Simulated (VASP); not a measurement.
# Sc3Cu2 (P-3m1) in VASP: a series of runs

The runs below take Sc3Cu2 through single point, relaxation of cell and atoms, with PBE.

Program: VASP 6.6.1. These are calculated values, not measurements. Logs are shortened: lines on timing, memory, paths and dates and some standing lists are left out, and cuts for length are marked.

### Step 1. The cell of the first run

It takes space group P-3m1 (No. 164, trigonal). The conventional cell has a = 4.291 Å, b = 4.291 Å, c = 5.269 Å, α = 90.00°, β = 90.00°, γ = 120.00°. Within 3.4 Å of Sc (site symmetry -3m) lie 6 Cu at 2.61 Å and 6 Sc at 3.10 Å. Within 3.4 Å of Sc (site symmetry 3m) lie 5 Cu at 2.57 to 2.70 Å and 6 Sc at 2.91 to 3.10 Å. Within 3.4 Å of Cu (site symmetry 3m) lie 8 Sc at 2.57 to 2.70 Å and 3 Cu at 2.98 Å.

The cell was built from a structure type or drawn by symmetry, and may not be a known phase.

### Step 2. Single point, PBE

Input file INCAR:

```
SYSTEM = Sc3Cu2
ALGO     = Normal         ! electronic algorithm
EDIFF    = 1E-6           ! SCF threshold, eV
ENCUT    = 520            ! plane-wave cutoff, eV
GGA      = PE             ! functional
ISIF     = 2              ! what is computed and relaxed
ISMEAR   = 0              ! smearing method
LASPH    = .TRUE.         ! aspherical terms in the spheres
LCHARG   = .FALSE.        ! write CHGCAR
LREAL    = .FALSE.        ! projectors in reciprocal space
LWAVE    = .FALSE.        ! write WAVECAR
NBANDS   = 36             ! bands
NELM     = 60             ! most SCF steps
PREC     = Accurate       ! precision mode
SIGMA    = 0.1            ! smearing width, eV
```

Input file KPOINTS:

```
k-points
0
G
  6 6 4
  0 0 0
```

Input file POSCAR:

```
Sc3Cu2
1.0
    4.2906580300      0.0000000000      0.0000000000
   -2.1453290100      3.7158188500      0.0000000000
    0.0000000000      0.0000000000      5.2687852700
Sc Cu
3 2
Direct
    0.0000000000      0.0000000000      0.0000000000
    0.3333333300      0.6666666700      0.6449289300
    0.6666666700      0.3333333300      0.3550710700
    0.3333333300      0.6666666700      0.1568725000
    0.6666666700      0.3333333300      0.8431275000
```

Potentials or basis: VASP PAW PBE potentials, release 64 (Sc_sv, Cu).

Run with:

```bash
> cat potpaw_PBE.64/Sc_sv/POTCAR potpaw_PBE.64/Cu/POTCAR > POTCAR
> mpirun -np 1 vasp_std > vasp.out
```

OUTCAR:

```text
SYSTEM = Sc3Cu2
   EDIFF = 1E-6
   ENCUT = 520
   GGA = PE
   ISIF = 2
   ISMEAR = 0
   LASPH = .TRUE.
   LREAL = .FALSE.
   NELM = 60
   PREC = Accurate

 ion  position               nearest neighbor table
   1  0.000  0.000  0.000-   4 2.61   5 2.61   4 2.61   5 2.61   5 2.61   4 2.61   2 3.10   3 3.10
                             2 3.10   3 3.10   2 3.10   3 3.10
   2  0.333  0.667  0.645-   4 2.57   5 2.69   5 2.69   5 2.69   4 2.70   3 2.91   3 2.91   3 2.91
                             1 3.10   1 3.10   1 3.10
   3  0.667  0.333  0.355-   5 2.57   4 2.69   4 2.69   4 2.69   5 2.70   2 2.91   2 2.91   2 2.91
                             1 3.10   1 3.10   1 3.10
   4  0.333  0.667  0.157-   2 2.57   1 2.61   1 2.61   1 2.61   3 2.69   3 2.69   3 2.69   2 2.70

   5  0.667  0.333  0.843-   3 2.57   1 2.61   1 2.61   1 2.61   2 2.69   2 2.69   2 2.69   3 2.70

  LATTYP: Found a hexagonal cell.
 ALAT       =     4.2906580300
 C/A-ratio  =     1.2279667205

  Lattice vectors:

 A1 = (   4.2906580300,   0.0000000000,   0.0000000000)
 A2 = (  -2.1453290100,   3.7158188500,   0.0000000000)
 A3 = (   0.0000000000,   0.0000000000,   5.2687852700)

Analysis of symmetry for initial positions (statically):
=====================================================================
 Subroutine PRICEL returns:
 Original cell was already a primitive cell.

 Routine SETGRP: Setting up the symmetry group for a
 hexagonal supercell.

 Subroutine GETGRP returns: Found 12 space group operations
 (whereof 12 operations were pure point group operations)
 out of a pool of 24 trial point group operations.

The static configuration has the point symmetry D_3d.

Analysis of symmetry for dynamics (positions and initial velocities):
=====================================================================
 Subroutine PRICEL returns:
 Original cell was already a primitive cell.

 Routine SETGRP: Setting up the symmetry group for a
 hexagonal supercell.

 Subroutine GETGRP returns: Found 12 space group operations
 (whereof 12 operations were pure point group operations)
 out of a pool of 24 trial point group operations.

The dynamic configuration has the point symmetry D_3d.

 Subroutine INISYM returns: Found 12 space group operations
 (whereof 12 operations are pure point group operations),
 and found     1 'primitive' translations

----------------------------------------------------------------------------------------

                                     Primitive cell

  volume of cell :      84.0019

  direct lattice vectors                    reciprocal lattice vectors
     4.290658030  0.000000000  0.000000000     0.233064484  0.134559842  0.000000000
    -2.145329010  3.715818850  0.000000000     0.000000000  0.269119685  0.000000000
     0.000000000  0.000000000  5.268785270     0.000000000  0.000000000  0.189797069

  length of vectors
     4.290658030  4.290658025  5.268785270     0.269119685  0.269119685  0.189797069

  position of ions in fractional coordinates (direct lattice)
     0.000000000  0.000000000  0.000000000
     0.333333330  0.666666670  0.644928930
     0.666666670  0.333333330  0.355071070
     0.333333330  0.666666670  0.156872500
     0.666666670  0.333333330  0.843127500

  ion indices of the primitive-cell ions
   primitive index   ion index
                 1           1
                 2           2
                 3           3
                 4           4
                 5           5

----------------------------------------------------------------------------------------

 KPOINTS: k-points

Automatic generation of k-mesh.
 Grid dimensions read from file:
 generate k-points for:    6    6    4

 Generating k-lattice:

  Cartesian coordinates                     Fractional coordinates (reciprocal lattice)
     0.038844081  0.022426640  0.000000000     0.166666667  0.000000000  0.000000000
     0.000000000  0.044853281  0.000000000     0.000000000  0.166666667  0.000000000
     0.000000000  0.000000000  0.047449267     0.000000000  0.000000000  0.250000000

  Length of vectors
     0.044853281  0.044853281  0.047449267

  Shift w.r.t. Gamma in fractional coordinates (k-lattice)
     0.000000000  0.000000000  0.000000000

 Subroutine IBZKPT returns following result:
 ===========================================

 Found     24 irreducible k-points:

 Following reciprocal coordinates:
            Coordinates               Weight
  0.000000  0.000000  0.000000      1.000000
  0.166667  0.000000  0.000000      6.000000
  0.333333  0.000000  0.000000      6.000000
  0.500000 -0.000000  0.000000      3.000000
  0.166667  0.166667  0.000000      6.000000
  0.333333  0.166667  0.000000     12.000000
[... 16 lines left out ...]
  0.333333  0.166667  0.500000     12.000000
  0.333333  0.333333  0.500000      2.000000
   k-points           NKPTS =     24   k-points in BZ     NKDIM =     24   number of bands    NBANDS=     36
   number of dos      NEDOS =    301   number of ions     NIONS =      5
   total plane-waves  NPLWV =  40960
   dimension x,y,z NGX =    32 NGY =   32 NGZ =   40
   dimension x,y,z NGXF=    64 NGYF=   64 NGZF=   80
   ions per type =               3   2
   NGX,Y,Z   is equivalent  to a cutoff of  12.40, 12.40, 12.62 a.u.
   NGXF,Y,Z  is equivalent  to a cutoff of  24.80, 24.80, 25.24 a.u.
 SYSTEM =  Sc3Cu2
   PREC   = accura    normal or accurate (medium, high low for compatibility)
   ISTART =      0    job   : 0-new  1-cont  2-samecut
   ICHARG =      2    charge: 1-file 2-atom 10-const
   ISPIN  =      1    spin polarized calculation?
   LNONCOLLINEAR =      F non collinear calculations
   LSORBIT =      F    spin-orbit coupling
   LASPH  =      T    aspherical Exc in radial PAW
   ENCUT  =  520.0 eV  38.22 Ry    6.18 a.u.   7.98  7.98  9.80*2*pi/ulx,y,z
   NELM   =     60;   NELMIN=  2; NELMDL= -5     # of ELM steps
   EDIFF  = 0.1E-05   stopping-criterion for ELM
   LREAL  =      F    real-space projection
   EDIFFG = 0.1E-04   stopping-criterion for IOM
   NSW    =      0    number of steps for IOM
   IBRION =     -1    ionic relax: 0-MD 1-quasi-New 2-CG
   NFREE  =      0    steps in history (QN), initial steepest desc. (CG)
   ISIF   =      2    stress and relaxation
   ISYM   =      2    0-nonsym 1-usesym 2-fastsym
   POTIM  = 0.5000    time-step for ionic-motion
   TEBEG  =    0.0;   TEEND  =   0.0 temperature during run
   PSTRESS=    0.0 pullay stress
   NELECT =      55.0000    total number of electrons
   NUPDOWN=      -1.0000    fix difference up-down
   EMIN   =  10.00;   EMAX   =-10.00  energy-range for DOS
   EFERMI =   0.00;   METHOD = LEGACY
   ISMEAR =     0;   SIGMA  =   0.10  broadening in eV -4-tet -1-fermi 0-gaus
   EFERMI_NEDOS =   21; number of points for ismear=-14 and -15
   IALGO  =     38    algorithm
   IMIX   =      4    mixing-type and parameters
     AMIX     =   0.40;   BMIX     =  1.00
     AMIX_MAG =   1.60;   BMIX_MAG =  1.00
  volume/ion in A,a.u.               =      16.80       113.37
  Fermi-wavevector in a.u.,A,eV,Ry     =   1.421563  2.686364 27.495212  2.020841
  Thomas-Fermi vector in A             =   2.542359
   LORBIT       =      0    0 simple, 1 ext, 2 COOP (PROOUT), +10 PAW based schemes
   GGA     = PE    functional components
   LHFCALC =     F    Hartree Fock is set to
   AEXX    =    0.0000 exact exchange contribution
   IVDW    =     0    specifies the selected vdW correction
   LEPSILON=     F    determine dielectric tensor
   LRPA    =     F    only Hartree local field effects (RPA)
 non-spin polarized calculation
 Gauss-broadening in eV      SIGMA  =   0.10
  energy-cutoff  :      520.00
  volume of cell :       84.00
 maximum number of plane-waves:      2304
   NGX = 15   NGY = 15   NGZ = 19

 number of electron      54.9999967 magnetization

 Free energy of the ion-electron system (eV)
  ---------------------------------------------------
  ext. energy  EPLUGINS =         0.00000000
  ---------------------------------------------------
  free energy    TOTEN  =       -25.87100422 eV

  energy without entropy =      -25.84602992  energy(sigma->0) =      -25.85851707

 E-fermi :   5.8857     XC(G=0): -11.2298

 val. band max:        5.8696143021   @ k =   0.5000  -0.0000   0.2500
 cond. band min:       5.9005352226   @ k =   0.1667   0.0000   0.2500
 fundamental gap:      0.0309209205
 Fermi energy:         5.8856921689

 k-point     1 :       0.0000    0.0000    0.0000
  band No.  band energies     occupation
      1     -43.5510      2.00000
      2     -43.4272      2.00000
      3     -43.3190      2.00000
      4     -22.3083      2.00000
      5     -22.3083      2.00000
      6     -22.2418      2.00000
[... 28 lines left out ...]
     35       8.9071      0.00000
     36       9.3629      0.00000

 k-point     2 :       0.1667    0.0000    0.0000
  band No.  band energies     occupation
      1     -43.5425      2.00000
      2     -43.4339      2.00000
      3     -43.3201      2.00000
      4     -22.3577      2.00000
      5     -22.3318      2.00000
      6     -22.2840      2.00000
[... 28 lines left out ...]
     35       9.2248      0.00000
     36       9.3804      0.00000

 k-point     3 :       0.3333    0.0000    0.0000
  band No.  band energies     occupation
      1     -43.5210      2.00000
      2     -43.4514      2.00000
      3     -43.3226      2.00000
      4     -22.3844      2.00000
      5     -22.3682      2.00000
      6     -22.3283      2.00000
[... 28 lines left out ...]
     35       8.5616      0.00000
     36       8.7253      0.00000
[... 742 lines left out ...]
 k-point    23 :       0.3333    0.1667    0.5000
  band No.  band energies     occupation
      1     -43.5038      2.00000
      2     -43.4660      2.00000
      3     -43.3241      2.00000
      4     -22.4169      2.00000
      5     -22.3777      2.00000
      6     -22.3461      2.00000
[... 28 lines left out ...]
     35       8.1109      0.00000
     36       8.6331      0.00000

 k-point    24 :       0.3333    0.3333    0.5000
  band No.  band energies     occupation
      1     -43.4842      2.00000
      2     -43.4842      2.00000
      3     -43.3250      2.00000
      4     -22.4202      2.00000
      5     -22.3938      2.00000
      6     -22.3938      2.00000
[... 28 lines left out ...]
     35       8.6262      0.00000
     36       8.9272      0.00000

------------------------ aborting loop because EDIFF is reached ----------------------------------------

  FORCE on cell =-STRESS in cart. coord.  units (eV):
  Direction    XX          YY          ZZ          XY          YZ          ZX
  --------------------------------------------------------------------------------------
  -------------------------------------------------------------------------------------
  Total        8.8747913      8.8747913      9.6228948      0.0000000      0.0000000     -0.0000000
  in kB      169.2699235    169.2699232    183.5385877      0.0000002      0.0000000     -0.0000000
  external PRESSURE =     174.0261448 kB  Pullay stress =       0.0000000 kB

 VOLUME and BASIS-vectors are now :
 -----------------------------------------------------------------------------
  energy-cutoff  :      520.00
  volume of cell :       84.00
      direct lattice vectors                 reciprocal lattice vectors
     4.290658030  0.000000000  0.000000000     0.233064484  0.134559842  0.000000000
    -2.145329010  3.715818850  0.000000000     0.000000000  0.269119685  0.000000000
     0.000000000  0.000000000  5.268785270     0.000000000  0.000000000  0.189797069

 POSITION                                       TOTAL-FORCE (eV/Angst)
 -----------------------------------------------------------------------------------
      0.00000      0.00000      0.00000         0.000000      0.000000      0.000000
     -0.00000      2.47721      3.39799        -0.000000     -0.000000      0.257336
      2.14533      1.23861      1.87079         0.000000      0.000000     -0.257336
     -0.00000      2.47721      0.82653         0.000000     -0.000000     -0.567449
      2.14533      1.23861      4.44226        -0.000000      0.000000      0.567449
 -----------------------------------------------------------------------------------
    total drift:                               -0.000000      0.000000      0.000000

  FREE ENERGIE OF THE ION-ELECTRON SYSTEM (eV)
  ---------------------------------------------------
  free  energy   TOTEN  =       -25.8710042209 eV

  energy  without entropy=      -25.8460299206  energy(sigma->0) =      -25.85851707
```

It took 38 s on 1 thread of Intel Xeon 6975P-C (Granite Rapids), shared host; peak memory 0.23 GiB.

What came out:

- Free energy: -25.8710 eV
- Pressure: 17.4 GPa
- Largest force: 0.567 eV/Å
- Band gap on the k mesh: zero (an odd number of electrons rules out a gap without spin polarisation)

Forces on the atoms (eV/Å):
```
Sc   0.000  0.000  0.000
Sc   0.000  0.000  0.257
Sc   0.000  0.000 -0.257
Cu   0.000  0.000 -0.567
Cu   0.000  0.000  0.567
```

Stress tensor (GPa, compression positive):
```
16.93  0.00  0.00
 0.00 16.93  0.00
 0.00  0.00 18.35
```

Caveat: the cell stands under pressure.

### Step 3. Single point, PBE

This run uses another cell than the first one, of 19.87 Å³/atom.

Input file INCAR:

```
ALGO = Normal
EDIFF = 1E-6
ENCUT = 520
GGA = PE
ISIF = 2
ISMEAR = 0
LASPH = True
LCHARG = False
LREAL = False
LWAVE = False
NBANDS = 36
NELM = 100
PREC = Accurate
SIGMA = 0.1
```

Input file KPOINTS:

```
k-points
0
Gamma
  6 6 4
```

Input file POSCAR:

```
Sc3Cu2
1.0
    4.5225298152     -0.0000000030      0.0000000000
   -2.2612649050      3.9166257108      0.0000000000
    0.0000000000      0.0000000000      5.6085931537
Sc Cu
3 2
Direct
    0.0000000000      0.0000000000      0.0000000000
    0.3333333333      0.6666666667      0.6580157154
    0.6666666667      0.3333333333      0.3419842846
    0.3333333333      0.6666666667      0.1419839609
    0.6666666667      0.3333333333      0.8580160391
```

Potentials or basis: VASP PAW PBE potentials, release 64 (Sc_sv, Cu).

Run with:

```bash
> cat potpaw_PBE.64/Sc_sv/POTCAR potpaw_PBE.64/Cu/POTCAR > POTCAR
> mpirun -np 1 vasp_std > vasp.out
```

Run time: 57 s. Hardware: 1 thread of Intel Xeon 6975P-C (Granite Rapids), shared host; peak memory 0.26 GiB.

It converged, with:

```
Free energy            : -26.6714 eV
Pressure               : 0.4 GPa
Largest force          : 0.025 eV/Å
Band gap on the k mesh : zero (an odd number of electrons rules out a gap without spin polarisation)
```

Forces in eV/Å, atoms in the order of the input:
```
Sc   0.000  0.000  0.000
Sc   0.000  0.000 -0.025
Sc   0.000  0.000  0.025
Cu   0.000  0.000  0.020
Cu   0.000  0.000 -0.020
```

Levels at points of the mesh, in eV from the Fermi level:
| k point | band 25 | band 26 | band 27 | band 28 | band 29 | band 30 |
| --- | --- | --- | --- | --- | --- | --- |
| (0.00, 0.00, 0.00) | -1.90 | -0.59 | -0.59 | 0.27 | 0.27 | 0.36 |
| (0.50, 0.00, 0.00) | -1.60 | -0.17 | 0.22 | 0.36 | 0.54 | 0.64 |
| (0.00, 0.00, 0.50) | -1.11 | -1.11 | -1.07 | 0.22 | 0.22 | 0.76 |
| (0.50, 0.00, 0.50) | -2.60 | -1.24 | -0.18 | -0.13 | 0.27 | 0.39 |

(Part 1 of 2 ends here.)
